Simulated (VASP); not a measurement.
Write the native input for VASP 6.6.1 that does the following.

* Task: single point
* Functional: PBE-based screened hybrid with 25 % exact exchange
* Potentials or basis: VASP PAW PBE potentials, release 64 (Sn_d, Se)
* Cutoff: 520 eV
* k mesh: 4 × 4 × 4
* Occupations: fermi-dirac, width 0.05 eV
* Spin: no spin polarisation
* Dipole correction: no
* Grid for exact exchange (PRECFOCK): Normal
* Share of exact exchange: 0.25
* Further INCAR settings: ALGO = Normal; EDIFF = 1e-06; NBANDS = 17
* Screening parameter: 0.3 1/Å

Crystal: SnSe.

```
Sn Se
1.0
     0.00000    3.39084    3.39084
     3.39084    0.00000    3.39084
     3.39084    3.39084    0.00000
Sn Se
1 1
Cartesian
  0.0000 0.0000 0.0000
  5.0863 5.0863 5.0863
```

One way to write it, as run:

POSCAR

```
SnSe
1.0
    0.0000000000      3.3908400000      3.3908400000
    3.3908400000      0.0000000000      3.3908400000
    3.3908400000      3.3908400000      0.0000000000
Sn Se
1 1
Direct
    0.0000000000      0.0000000000      0.0000000000
    0.7500000000      0.7500000000      0.7500000000
```

INCAR.step1

```
PREC = Accurate
ENCUT = 520
EDIFF = 1E-5
ISMEAR = -1
SIGMA = 0.05
LREAL = F
LASPH = T
NELM = 100
ALGO = Normal
ISIF = 2
LWAVE = T
NBANDS = 17
GGA = PE
```

INCAR.step2

```
PREC = Accurate
ENCUT = 520
EDIFF = 1E-6
ISMEAR = -1
SIGMA = 0.05
LREAL = F
LASPH = T
NELM = 100
ALGO = Normal
ISIF = 2
LWAVE = F
LCHARG = T
GGA = PE
LHFCALC = T
AEXX = 0.25
HFSCREEN = 0.3
PRECFOCK = Normal
LELF = T
LVHAR = T
NBANDS = 17
ISTART = 1
```

KPOINTS

```
regular mesh
0
Gamma
  4 4 4
```

Potentials or basis: VASP PAW PBE potentials, release 64 (Sn_d, Se).

Run with:

```console
$ cat potpaw_PBE.64/Sn_d/POTCAR potpaw_PBE.64/Se/POTCAR > POTCAR
$ cp INCAR.step1 INCAR
$ mpirun -np 1 vasp_std > vasp.out
$ cp INCAR.step2 INCAR
$ mpirun -np 1 vasp_std > vasp.out
```

Results of the run:

```yaml
Pressure: -0.7 GPa
Band_gap_on_the_k_mesh: 0.29 eV (least direct gap 0.96 eV)
```

Caveat: the PAW data sets were made with another functional, which shifts forces and pressure a little; spin-orbit coupling is left out, which moves the levels of the heavy elements.

It took 23 min on 1 thread of Intel Xeon 8259CL (shared host), peak memory 0.32 GiB.
